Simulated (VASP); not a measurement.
# Ga2Ge2O3 (Cmm2) in VASP: further runs, part 2 of 2

VASP 6.6.1.

## Step 3: Relaxation of cell and atoms, PBE

This run uses another cell than the first one, of 16.27 Å³/atom, 1.107 times its volume.

INCAR reads:

```
SYSTEM = Ga2Ge2O3
ALGO = Normal ; EDIFF = 1E-7
EDIFFG = -0.08 ; ENCUT = 600
GGA = PE ; IBRION = 2
ISIF = 3 ; ISMEAR = 0
LASPH = .TRUE. ; LCHARG = .FALSE.
LREAL = .FALSE. ; LWAVE = .FALSE.
NELM = 60 ; NSW = 36
PREC = Accurate ; SIGMA = 0.15
```

KPOINTS reads:

```
k-points
0
G
  3 3 2
  0 0 0
```

POSCAR reads:

```
Ga2Ge2O3
1.0
    2.7829962200     -3.6896396300      0.0000000000
    2.7829962200      3.6896396300      0.0000000000
    0.0000000000      0.0000000000      5.5447159100
Ga Ge O
2 2 3
Direct
    0.2853004000      0.7146996000      0.4413746300
    0.7146996000      0.2853004000      0.4413746300
    0.2987983600      0.2987983600      0.0707271700
    0.7012016400      0.7012016400      0.0707271700
    0.0000000000      0.5000000000      0.6520688900
    0.5000000000      0.0000000000      0.6520688900
    0.0000000000      0.0000000000      0.8710025900
```

Potentials or basis: VASP PAW PBE potentials, release 64 (Ga_d, Ge_d, O).

On the command line:

```bash
$ cat potpaw_PBE.64/Ga_d/POTCAR potpaw_PBE.64/Ge_d/POTCAR potpaw_PBE.64/O/POTCAR > POTCAR
$ mpirun -np 1 vasp_std > vasp.out
```

OUTCAR:

```text
SYSTEM = Ga2Ge2O3
   EDIFF = 1E-7
   EDIFFG = -0.08
   ENCUT = 600
   GGA = PE
   IBRION = 2
   ISIF = 3
   ISMEAR = 0
   LASPH = .TRUE.
   LREAL = .FALSE.
   NELM = 60
   NSW = 36
   PREC = Accurate

 ion  position               nearest neighbor table
   1  0.285  0.715  0.441-   5 1.84   6 1.84   3 2.83   4 2.83   2 2.83   2 2.83
   2  0.715  0.285  0.441-   5 1.84   6 1.84   3 2.83   4 2.83   1 2.83   1 2.83
   3  0.299  0.299  0.071-   7 2.00   4 2.24   1 2.83   2 2.83
   4  0.701  0.701  0.071-   7 2.00   3 2.24   1 2.83   2 2.83
   5  0.000  0.500  0.652-   1 1.84   2 1.84
   6  0.500  0.000  0.652-   1 1.84   2 1.84
   7  0.000  0.000  0.871-   3 2.00   4 2.00

  LATTYP: Found a base centered orthorhombic cell.
 ALAT       =     5.5659924400
 B/A-ratio  =     1.3257796053
 C/A-ratio  =     0.9961774059

  Lattice vectors:

 A1 = (   2.7829962200,  -3.6896396300,   0.0000000000)
 A2 = (   2.7829962200,   3.6896396300,   0.0000000000)
 A3 = (   0.0000000000,   0.0000000000,   5.5447159100)

Analysis of symmetry for initial positions (statically):
=====================================================================
 Subroutine PRICEL returns:
 Original cell was already a primitive cell.

[... 156 lines left out ...]
 number of electron      71.9999992 magnetization

 Free energy of the ion-electron system (eV)
  ---------------------------------------------------
  ext. energy  EPLUGINS =         0.00000000
  ---------------------------------------------------
  free energy    TOTEN  =       -32.66308090 eV

  energy without entropy =      -32.66301460  energy(sigma->0) =      -32.66304775

------------------------ aborting loop because EDIFF is reached ----------------------------------------

  FORCE on cell =-STRESS in cart. coord.  units (eV):
  Direction    XX          YY          ZZ          XY          YZ          ZX
  --------------------------------------------------------------------------------------
  -------------------------------------------------------------------------------------
  Total        6.9994041      3.2259094     -4.5262600      0.0000000      0.0000000      0.0000000
  in kB       98.4840243     45.3896550    -63.6860362      0.0000000      0.0000000      0.0000000
  external PRESSURE =      26.7292144 kB  Pullay stress =       0.0000000 kB
[... 857 lines left out ...]
     42       8.5490      0.00000
     43       9.7945      0.00000

[... ionic steps 4 to 26 ...]

--------------------------------------- Ionic step       27  -------------------------------------------

 number of electron      72.0000014 magnetization

------------------------ aborting loop because EDIFF is reached ----------------------------------------
[... 77 lines left out ...]
--------------------------------------- Ionic step       29  -------------------------------------------

 number of electron      72.0000028 magnetization

 Free energy of the ion-electron system (eV)
  ---------------------------------------------------
  ext. energy  EPLUGINS =         0.00000000
  ---------------------------------------------------
  free energy    TOTEN  =       -35.68989074 eV

  energy without entropy =      -35.68704146  energy(sigma->0) =      -35.68846610

 E-fermi :   5.2393     XC(G=0): -10.7940

 val. band max:        5.0362179271   @ k =   0.3333   0.3333   0.5000
 cond. band min:       5.4083671812   @ k =   0.0000   0.0000   0.0000
 fundamental gap:      0.3721492540
 Fermi energy:         5.2393229341
[... 400 lines left out ...]
  FREE ENERGIE OF THE ION-ELECTRON SYSTEM (eV)
  ---------------------------------------------------
  free  energy   TOTEN  =       -35.6898907361 eV

  energy  without entropy=      -35.6870414598  energy(sigma->0) =      -35.68846610

 reached required accuracy - stopping structural energy minimisation
```

OSZICAR:

```text
N       E                     dE             d eps       ncg     rms          rms(c)
DAV:   1     0.879085985190E+03    0.87909E+03   -0.37472E+04   823   0.407E+03
DAV:   2     0.168820363145E+03   -0.71027E+03   -0.68877E+03   696   0.100E+03
DAV:   3    -0.212177675662E+02   -0.19004E+03   -0.18591E+03   801   0.277E+02
[... 364 lines left out ...]
DAV:   6    -0.356898956329E+02    0.53116E-05   -0.12711E-04   983   0.106E-01    0.233E-02
DAV:   7    -0.356898904575E+02    0.51754E-05   -0.37526E-05   806   0.470E-02    0.843E-03
DAV:   8    -0.356898908554E+02   -0.39793E-06   -0.17425E-05   941   0.254E-02    0.463E-03
DAV:   9    -0.356898907193E+02    0.13614E-06   -0.15373E-06   710   0.883E-03    0.232E-03
DAV:  10    -0.356898907361E+02   -0.16849E-07   -0.50480E-07   730   0.431E-03
  29 F= -.35689891E+02 E0= -.35688466E+02  d E =-.946551E-02
```

CONTCAR:

```text
Ga2Ge2O3
   1.00000000000000
     3.1389438754657708   -3.4582379914641677    0.0000000000000000
     3.1389438754657708    3.4582379914641677    0.0000000000000000
     0.0000000000000000    0.0000000000000000    4.6936126760298427
  Ga              Ge              O
     2     2     3
Direct
     0.2697001876320900    0.7302998123679102    0.3873057282527376
     0.7302998123679102    0.2697001876320901    0.3873057282527376
     0.2989233828379307    0.2989233828379307    0.9780192426746017
     0.7010766171620689    0.7010766171620689    0.9780192426746017
     0.0000000000000000    0.5000000000000000    0.6450853254731204
     0.5000000000000000    1.0000000000000000    0.6450853254731204
     0.0000000000000000    1.0000000000000000    0.1785233771990821

  0.00000000E+00  0.00000000E+00  0.00000000E+00
  0.00000000E+00  0.00000000E+00  0.00000000E+00
  0.00000000E+00  0.00000000E+00  0.00000000E+00
  0.00000000E+00  0.00000000E+00  0.00000000E+00
  0.00000000E+00  0.00000000E+00  0.00000000E+00
  0.00000000E+00  0.00000000E+00  0.00000000E+00
  0.00000000E+00  0.00000000E+00  0.00000000E+00
```

Run time: 20 min. Hardware: 1 thread of Intel Xeon Platinum 8488C (Sapphire Rapids), shared host; peak memory 0.3 GiB.

What came out:

```
Free energy                            : -35.6899 eV
Relaxed volume                         : 14.56 Å³/atom
Relaxed cell                           : a = 4.670 Å, b = 4.670 Å, c = 4.694 Å, α = 90.00°, β = 90.00°, γ = 95.54°
Space group after relaxing (to 0.05 Å) : Cmm2 (No. 35)
Energy gained by relaxing              : 432.4 meV/atom
Ionic steps                            : 29
Pressure after relaxing                : 0.3 GPa
Largest force after relaxing           : 0.060 eV/Å
Band gap on the k mesh                 : 0.37 eV, indirect (least direct gap 0.72 eV)
```

Forces on the atoms (eV/Å):
```
Ga   0.000 -0.039 -0.010
Ga   0.000  0.039 -0.010
Ge  -0.060  0.000 -0.002
Ge   0.060  0.000 -0.002
O    0.000  0.000 -0.015
O    0.000  0.000 -0.015
O    0.000  0.000  0.053
```

The path:
| step | energy change (eV) | largest force (eV/Å) | pressure (GPa) | volume (Å³) |
| --- | --- | --- | --- | --- |
| 1 | 0.0000 | 3.7779 | 2.67 | 113.87 |
| 2 | -1.1147 | 1.8729 | 3.86 | 118.21 |
| 3 | -1.1212 | 1.5659 | 3.42 | 117.87 |
| 4 | -1.4375 | 1.5984 | -2.97 | 124.89 |
| 5 | -1.4430 | 1.6575 | -3.65 | 125.78 |
| 6 | -1.6894 | 1.3185 | -3.33 | 126.04 |
| 7 | -1.9470 | 0.9446 | -3.78 | 126.53 |
| 8 | -2.1047 | 1.0800 | 1.27 | 120.62 |
| 9 | -2.1056 | 1.0464 | 0.89 | 121.00 |
| 10 | -2.2353 | 0.5568 | 0.41 | 118.97 |
| 11 | -2.3002 | 0.6939 | -0.07 | 115.38 |
| 12 | -2.3925 | 0.7979 | -1.19 | 113.18 |
| 13 | -2.4061 | 1.0490 | -1.67 | 111.89 |
| 14 | -2.4829 | 0.8868 | -0.54 | 109.89 |
| 15 | -2.5412 | 0.8529 | 2.36 | 105.31 |
| 16 | -2.6302 | 0.7291 | 2.13 | 105.55 |
| 17 | -2.7427 | 0.5870 | 1.34 | 106.22 |
| 18 | -2.7950 | 0.3578 | -0.87 | 107.75 |
| 19 | -2.8023 | 0.3825 | -1.95 | 108.56 |
| 20 | -2.8461 | 0.3844 | -1.34 | 107.11 |
| 21 | -2.8720 | 0.4777 | -0.22 | 105.07 |
| 22 | -2.9168 | 0.3470 | 0.29 | 103.53 |
| 23 | -2.9371 | 0.5573 | 3.06 | 98.98 |
| 24 | -2.9515 | 0.4690 | 1.60 | 100.93 |
| 25 | -2.9894 | 0.3349 | -0.81 | 102.68 |
| 26 | -2.9903 | 0.3132 | -1.20 | 102.99 |
| 27 | -3.0165 | 0.1711 | -0.18 | 102.14 |
| 28 | -3.0173 | 0.1325 | 0.08 | 101.96 |
| 29 | -3.0268 | 0.0601 | 0.31 | 101.90 |

Final structure:
```cif
data_structure
_symmetry_space_group_name_H-M 'P 1'
_symmetry_Int_Tables_number 1
_cell_length_a 4.6704
_cell_length_b 4.6704
_cell_length_c 4.6936
_cell_angle_alpha 90.000
_cell_angle_beta 90.000
_cell_angle_gamma 95.542
_cell_volume 101.90
loop_
_atom_site_label
_atom_site_type_symbol
_atom_site_fract_x
_atom_site_fract_y
_atom_site_fract_z
_atom_site_occupancy
Ga1 Ga 0.26970 0.73030 0.38731 1
Ga2 Ga 0.73030 0.26970 0.38731 1
Ge1 Ge 0.29892 0.29892 0.97802 1
Ge2 Ge 0.70108 0.70108 0.97802 1
O1 O 0.00000 0.50000 0.64509 1
O2 O 0.50000 0.00000 0.64509 1
O3 O 0.00000 0.00000 0.17852 1
```

Levels at points of the mesh, in eV from the valence-band top:
```
           k point  band 34  band 35  band 36  band 37  band 38  band 39
(0.00, 0.00, 0.00)    -0.60    -0.41    -0.35     0.37     0.57     1.21
(0.00, 0.00, 0.50)    -3.00    -0.92    -0.51     1.73     1.87     3.33
```

Caveat: the k points lie up to 0.67 Å⁻¹ apart in the final cell; the relaxation stopped at a loose force limit of 0.08 eV/Å, so its end isn't a converged minimum. A k mesh can miss the band edges.
